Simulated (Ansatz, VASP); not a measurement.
# AgCl in VASP and in Ansatz

Contents of INCAR:

```
SYSTEM = AgCl
PREC = Accurate
ENCUT = 520
EDIFF = 1E-7
ISMEAR = -1
SIGMA = 0.05
LREAL = .FALSE.
LASPH = .TRUE.
NELM = 80
ALGO = Normal
ISIF = 2
LWAVE = .FALSE.
LCHARG = .FALSE.
NBANDS = 16
```

Contents of KPOINTS:

```
regular mesh
0
G
  8 8 8
  0 0 0
```

The input POSCAR:

```
AgCl
1.0
    0.0000000000      2.7709909694      2.7709909694
    2.7709909694      0.0000000000      2.7709909694
    2.7709909694      2.7709909694      0.0000000000
Ag Cl
1 1
Direct
    0.0000000000      0.0000000000      0.0000000000
    0.5000000000      0.5000000000      0.5000000000
```

input.yaml

```yaml
crystal:
  lattice:
    - [0.0, 2.7709909694, 2.7709909694]
    - [2.7709909694, 0.0, 2.7709909694]
    - [2.7709909694, 2.7709909694, 0.0]
  atoms:
    - { symbol: Ag, position: [0.0, 0.0, 0.0] }
    - { symbol: Cl, position: [0.5, 0.5, 0.5] }
kpoints:
  mp_grid: { grid: [8, 8, 8] }
scf:
  occupations: { method: fermi_dirac, width: 0.05 }
hamiltonian:
  xc: lda
  pseudopotentials: { kind: all_electron, lapw: { basis_error: 0.001 } }
output:
  forces: true
  stress: true
  eigenvalues: true
```

Change from the starting cell: volume scaled by 1.04.

Alike in both runs: task single point; functional LDA; k mesh 8 × 8 × 8; occupations fermi-dirac, width 0.05 eV; no spin polarisation.

```csv
,VASP,Ansatz
version,VASP 6.6.1,Ansatz 0.2.0
potentials or method,"VASP PAW LDA potentials, release 64 (Ag, Cl), cutoff 520 eV","all-electron LAPW, scalar-relativistic"
```

Ansatz gave:

```
gap on the k mesh at the Fermi level (eV) : 0.61
least direct gap on the mesh (eV)         : 2.93
pressure (GPa)                            : -5.5
```

**Question.** What did VASP give for the same quantities?

**Answer.** gap on the k mesh at the Fermi level (eV): 0.64; least direct gap on the mesh (eV): 2.95; pressure (GPa): -5.5.

LDA's correlation is that of Perdew and Zunger in VASP and of Perdew and Wang (1992) in Ansatz. Ansatz ran all-electron here, and VASP with PAW potentials.
